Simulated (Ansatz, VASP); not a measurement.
**AgCl: VASP beside Ansatz**

Contents of INCAR:

```
SYSTEM = AgCl
PREC = Accurate
ENCUT = 520
EDIFF = 1E-8
ISMEAR = -1
SIGMA = 0.08
LREAL = .FALSE.
LASPH = .TRUE.
NELM = 100
ALGO = Normal
ISIF = 2
LWAVE = .FALSE.
LCHARG = .FALSE.
GGA = PE
LEFG = .TRUE.
NBANDS = 16
```

Contents of KPOINTS:

```
Automatic mesh
0
G
  12 12 12
  0 0 0
```

The input POSCAR:

```
AgCl
1.0
    0.0000000000      2.8052039627      2.8052039627
    2.8052039627      0.0000000000      2.8052039627
    2.8052039627      2.8052039627      0.0000000000
Ag Cl
1 1
Direct
    0.0000000000      0.0000000000      0.0000000000
    0.5000000000      0.5000000000      0.5000000000
```

Input for Ansatz:

```yaml
crystal:
  lattice:
    - [0.0, 2.8052039627, 2.8052039627]
    - [2.8052039627, 0.0, 2.8052039627]
    - [2.8052039627, 2.8052039627, 0.0]
  atoms:
    - { symbol: Ag, position: [0.0, 0.0, 0.0] }
    - { symbol: Cl, position: [0.5, 0.5, 0.5] }
kpoints:
  mp_grid: { grid: [12, 12, 12] }
  band_path:
    path:
      - [0.0, 0.0, 0.0]
      - [0.5, 0.0, 0.5]
      - [0.625, 0.25, 0.625]
      - [0.375, 0.375, 0.75]
      - [0.0, 0.0, 0.0]
      - [0.5, 0.5, 0.5]
      - [0.5, 0.25, 0.75]
      - [0.5, 0.0, 0.5]
    npoints: 8
scf:
  occupations: { method: fermi_dirac, width: 0.08 }
hamiltonian:
  xc: pbe
  pseudopotentials: { kind: paw }
output:
  forces: true
  stress: true
  eigenvalues: true
  efg: { contact_densities: true }
  populations: true
  bader: true
  dos: { projected: true, de: 0.2, e_range: [-14, 8] }
```

Alike in both runs: task electric field gradients; functional PBE; k mesh 12 × 12 × 12; occupations fermi-dirac, width 0.08 eV; no spin polarisation.

|  | VASP | Ansatz |
| --- | --- | --- |
| version | VASP 6.6.1 | Ansatz 0.2.0 |
| potentials or method | VASP PAW PBE potentials, release 64 (Ag, Cl) | PAW with Ansatz's default frozen-core files, scalar-relativistic |
| plane-wave cutoff (eV) | 520 | 420 |
| valence electrons in the cell | 18 | 26 |

```csv
,VASP,Ansatz,Ansatz less VASP
pressure (GPa),-0.1,0.0,+0.13
```

The functional is the same, so the differences come from potentials, cutoffs and numerics. VASP's potentials hold 18 valence electrons a cell and Ansatz's 26, so a difference there can come from the potentials and not from the codes.
